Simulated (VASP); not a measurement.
# Hf (Fm-3m) in VASP: notebook, part 2 of 2

VASP 6.6.1. Earlier steps stand in the parts before.

## (4) Single point, LDA

This run uses another cell than the first one, of 21.44 Å³/atom, 1.043 times its volume.

INCAR

```
SYSTEM = Hf
ALGO     = Normal         ! electronic algorithm
EDIFF    = 1E-6           ! SCF threshold, eV
ENCUT    = 520            ! plane-wave cutoff, eV
GGA      = CA             ! functional
ISIF     = 2              ! what is computed and relaxed
ISMEAR   = -1             ! smearing method
LASPH    = .True.         ! aspherical terms in the spheres
LCHARG   = .True.         ! write CHGCAR
LELF     = .True.         ! ELF
LREAL    = .False.        ! projectors in reciprocal space
LVHAR    = .True.       
LWAVE    = .False.        ! write WAVECAR
NBANDS   = 11             ! bands
NELM     = 60             ! most SCF steps
PREC     = Accurate       ! precision mode
SIGMA    = 0.05           ! smearing width, eV
```

KPOINTS

```
k-points
0
Gamma
  10 10 10
  0 0 0
```

POSCAR

```
Hf
1.0
    0.0000000000      2.2051002222      2.2051002222
    2.2051002222      0.0000000000      2.2051002222
    2.2051002222      2.2051002222      0.0000000000
Hf
1
Direct
    0.0000000000      0.0000000000      0.0000000000
```

Potentials or basis: VASP PAW LDA potentials, release 64 (Hf_pv).

The run is started by

```
> cat potpaw_LDA.64/Hf_pv/POTCAR > POTCAR
> mpirun -np 1 vasp_std > vasp.out
```

OUTCAR:

```text
SYSTEM = Hf
   EDIFF = 1E-6
   ENCUT = 520
   GGA = CA
   ISIF = 2
   ISMEAR = -1
   LASPH = .True.
   LREAL = .False.
   NELM = 60
   PREC = Accurate

 ion  position               nearest neighbor table
   1  0.000  0.000  0.000-

  LATTYP: Found a face centered cubic cell.
 ALAT       =     4.4102004444

  Lattice vectors:

 A1 = (   0.0000000000,   2.2051002222,   2.2051002222)
 A2 = (   2.2051002222,   0.0000000000,   2.2051002222)
 A3 = (   2.2051002222,   2.2051002222,   0.0000000000)

Analysis of symmetry for initial positions (statically):
=====================================================================
 Subroutine PRICEL returns:
 Original cell was already a primitive cell.

 Routine SETGRP: Setting up the symmetry group for a
 face centered cubic supercell.

 Subroutine GETGRP returns: Found 48 space group operations
 (whereof 48 operations were pure point group operations)
 out of a pool of 48 trial point group operations.

The static configuration has the point symmetry O_h .

Analysis of symmetry for dynamics (positions and initial velocities):
=====================================================================
 Subroutine PRICEL returns:
 Original cell was already a primitive cell.

 Routine SETGRP: Setting up the symmetry group for a
 face centered cubic supercell.

 Subroutine GETGRP returns: Found 48 space group operations
 (whereof 48 operations were pure point group operations)
 out of a pool of 48 trial point group operations.

The dynamic configuration has the point symmetry O_h .

 Subroutine INISYM returns: Found 48 space group operations
 (whereof 48 operations are pure point group operations),
 and found     1 'primitive' translations

----------------------------------------------------------------------------------------

                                     Primitive cell

  volume of cell :      21.4445

  direct lattice vectors                    reciprocal lattice vectors
     0.000000000  2.205100222  2.205100222    -0.226747063  0.226747063  0.226747063
     2.205100222  0.000000000  2.205100222     0.226747063 -0.226747063  0.226747063
     2.205100222  2.205100222  0.000000000     0.226747063  0.226747063 -0.226747063

  length of vectors
     3.118482641  3.118482641  3.118482641     0.392737434  0.392737434  0.392737434

  position of ions in fractional coordinates (direct lattice)
     0.000000000  0.000000000  0.000000000

  ion indices of the primitive-cell ions
   primitive index   ion index
                 1           1

----------------------------------------------------------------------------------------

 KPOINTS: k-points

Automatic generation of k-mesh.
 Grid dimensions read from file:
 generate k-points for:   10   10   10

 Generating k-lattice:

  Cartesian coordinates                     Fractional coordinates (reciprocal lattice)
    -0.022674706  0.022674706  0.022674706     0.100000000  0.000000000  0.000000000
     0.022674706 -0.022674706  0.022674706     0.000000000  0.100000000  0.000000000
     0.022674706  0.022674706 -0.022674706     0.000000000  0.000000000  0.100000000

  Length of vectors
     0.039273743  0.039273743  0.039273743

  Shift w.r.t. Gamma in fractional coordinates (k-lattice)
     0.000000000  0.000000000  0.000000000

 Subroutine IBZKPT returns following result:
 ===========================================

 Found     47 irreducible k-points:

 Following reciprocal coordinates:
            Coordinates               Weight
  0.000000  0.000000  0.000000      1.000000
  0.100000  0.000000  0.000000      8.000000
  0.200000  0.000000  0.000000      8.000000
  0.300000  0.000000  0.000000      8.000000
  0.400000  0.000000  0.000000      8.000000
  0.500000  0.000000  0.000000      4.000000
[... 16 lines left out ...]
  0.300000  0.300000  0.000000      6.000000
  0.400000  0.300000  0.000000     24.000000
 [... further k-points ...]
   k-points           NKPTS =     47   k-points in BZ     NKDIM =     47   number of bands    NBANDS=     11
   number of dos      NEDOS =    301   number of ions     NIONS =      1
   total plane-waves  NPLWV =  13824
   dimension x,y,z NGX =    24 NGY =   24 NGZ =   24
   dimension x,y,z NGXF=    48 NGYF=   48 NGZF=   48
   ions per type =               1
   NGX,Y,Z   is equivalent  to a cutoff of  12.79, 12.79, 12.79 a.u.
   NGXF,Y,Z  is equivalent  to a cutoff of  25.59, 25.59, 25.59 a.u.
 SYSTEM =  Hf
   PREC   = accura    normal or accurate (medium, high low for compatibility)
   ISTART =      0    job   : 0-new  1-cont  2-samecut
   ICHARG =      2    charge: 1-file 2-atom 10-const
   ISPIN  =      1    spin polarized calculation?
   LNONCOLLINEAR =      F non collinear calculations
   LSORBIT =      F    spin-orbit coupling
   LASPH  =      T    aspherical Exc in radial PAW
   ENCUT  =  520.0 eV  38.22 Ry    6.18 a.u.   5.80  5.80  5.80*2*pi/ulx,y,z
   NELM   =     60;   NELMIN=  2; NELMDL= -5     # of ELM steps
   EDIFF  = 0.1E-05   stopping-criterion for ELM
   LREAL  =      F    real-space projection
   EDIFFG = 0.1E-04   stopping-criterion for IOM
   NSW    =      0    number of steps for IOM
   IBRION =     -1    ionic relax: 0-MD 1-quasi-New 2-CG
   NFREE  =      0    steps in history (QN), initial steepest desc. (CG)
   ISIF   =      2    stress and relaxation
   ISYM   =      2    0-nonsym 1-usesym 2-fastsym
   POTIM  = 0.5000    time-step for ionic-motion
   TEBEG  =    0.0;   TEEND  =   0.0 temperature during run
   PSTRESS=    0.0 pullay stress
   NELECT =      10.0000    total number of electrons
   NUPDOWN=      -1.0000    fix difference up-down
   EMIN   =  10.00;   EMAX   =-10.00  energy-range for DOS
   EFERMI =   0.00;   METHOD = LEGACY
   ISMEAR =    -1;   SIGMA  =   0.05  broadening in eV -4-tet -1-fermi 0-gaus
   EFERMI_NEDOS =   21; number of points for ismear=-14 and -15
   IALGO  =     38    algorithm
   IMIX   =      4    mixing-type and parameters
     AMIX     =   0.40;   BMIX     =  1.00
     AMIX_MAG =   1.60;   BMIX_MAG =  1.00
  volume/ion in A,a.u.               =      21.44       144.71
  Fermi-wavevector in a.u.,A,eV,Ry     =   1.269511  2.399028 21.927944  1.611658
  Thomas-Fermi vector in A             =   2.402548
   LORBIT       =      0    0 simple, 1 ext, 2 COOP (PROOUT), +10 PAW based schemes
   GGA     = CA    functional components
   LHFCALC =     F    Hartree Fock is set to
   AEXX    =    0.0000 exact exchange contribution
   IVDW    =     0    specifies the selected vdW correction
   LEPSILON=     F    determine dielectric tensor
   LRPA    =     F    only Hartree local field effects (RPA)
 non-spin polarized calculation
  energy-cutoff  :      520.00
  volume of cell :       21.44
 maximum number of plane-waves:       589
   NGX = 11   NGY = 11   NGZ = 11

 number of electron      10.0000001 magnetization

 Free energy of the ion-electron system (eV)
  ---------------------------------------------------
  ext. energy  EPLUGINS =         0.00000000
  ---------------------------------------------------
  free energy    TOTEN  =       -10.63193379 eV

  energy without entropy =      -10.62105209  energy(sigma->0) =      -10.62649294

 E-fermi :   4.9270     XC(G=0): -11.6652

 val. band max:        4.9236408320   @ k =   0.3000   0.0000   0.0000
 cond. band min:       5.0061556843   @ k =   0.5000   0.3000   0.1000
 fundamental gap:      0.0825148524
 Fermi energy:         4.9270419897

 k-point     1 :       0.0000    0.0000    0.0000
  band No.  band energies     occupation
      1     -24.7872      2.00000
      2     -24.7872      2.00000
      3     -24.7872      2.00000
      4      -2.3698      2.00000
      5       6.2649      0.00000
      6       6.2649      0.00000
      7       6.2649      0.00000
      8       9.1670      0.00000
      9       9.1670      0.00000
     10      16.4853      0.00000
     11      17.1754      0.00000

 k-point     2 :       0.1000    0.0000    0.0000
  band No.  band energies     occupation
      1     -24.8852      2.00000
      2     -24.7995      2.00000
      3     -24.7995      2.00000
      4      -2.0044      2.00000
      5       5.9215      0.00000
      6       6.4319      0.00000
      7       6.4319      0.00000
      8       8.9922      0.00000
      9       8.9922      0.00000
     10      17.1746      0.00000
     11      17.2585      0.00000
[... 295 lines left out ...]
 k-point    24 :       0.4000    0.3000    0.0000
  band No.  band energies     occupation
      1     -25.5198      2.00000
      2     -25.0828      2.00000
      3     -25.0516      2.00000
      4       1.5813      2.00000
      5       3.2823      2.00000
      6       5.8361      0.00000
      7       9.1023      0.00000
      8      10.1827      0.00000
      9      11.2686      0.00000
     10      17.0380      0.00000
     11      17.2756      0.00000

 [... further k-points ...]
[... 5 lines left out ...]
  --------------------------------------------------------------------------------------
  -------------------------------------------------------------------------------------
  Total       -0.4820806     -0.4820806     -0.4820806      0.0000000     -0.0000000      0.0000000
  in kB      -36.0176370    -36.0176370    -36.0176370      0.0000000     -0.0000000      0.0000000
  external PRESSURE =     -36.0176370 kB  Pullay stress =       0.0000000 kB

 VOLUME and BASIS-vectors are now :
 -----------------------------------------------------------------------------
  energy-cutoff  :      520.00
  volume of cell :       21.44
      direct lattice vectors                 reciprocal lattice vectors
     0.000000000  2.205100222  2.205100222    -0.226747063  0.226747063  0.226747063
     2.205100222  0.000000000  2.205100222     0.226747063 -0.226747063  0.226747063
     2.205100222  2.205100222  0.000000000     0.226747063  0.226747063 -0.226747063

 POSITION                                       TOTAL-FORCE (eV/Angst)
 -----------------------------------------------------------------------------------
      0.00000      0.00000      0.00000        -0.000000      0.000000     -0.000000
 -----------------------------------------------------------------------------------
    total drift:                               -0.000000      0.000000      0.000000

  FREE ENERGIE OF THE ION-ELECTRON SYSTEM (eV)
  ---------------------------------------------------
  free  energy   TOTEN  =       -10.6319337937 eV

  energy  without entropy=      -10.6210520877  energy(sigma->0) =      -10.62649294
```

Wall time 4.6 s (1 thread of Intel Xeon 6975P-C (Granite Rapids), shared host); peak memory 0.13 GiB.

Results:

```
Free energy            : -10.6319 eV
Pressure               : -3.6 GPa
Band gap on the k mesh : zero (band 5 reaches 6.26 eV, above the bottom of band 6 at 4.52 eV)
```

Caveat: spin-orbit coupling is left out, which moves the levels of the heavy elements.

## (5) Summary

| cell | gap on the mesh (eV) | pressure (GPa) |
| --- | --- | --- |
| a = 3.075 Å, angles 60.0°, 1 atom | none | 1.2 |
| a = 3.097 Å, angles 60.0°, 1 atom | none | -1.3 |
| a = 3.118 Å, angles 60.0°, 1 atom | none | -3.6 |

Alike in all rows: task single point; level LDA; potentials or basis VASP PAW LDA potentials, release 64 (Hf_pv); no spin polarisation; k mesh 10 × 10 × 10; cutoff (eV) 520; smearing fermi-dirac 0.05 eV.

Caveats: spin-orbit coupling is left out, which moves the levels of the heavy elements.

Total energies depend on the potentials used, so only differences within one code and one set of settings carry meaning.
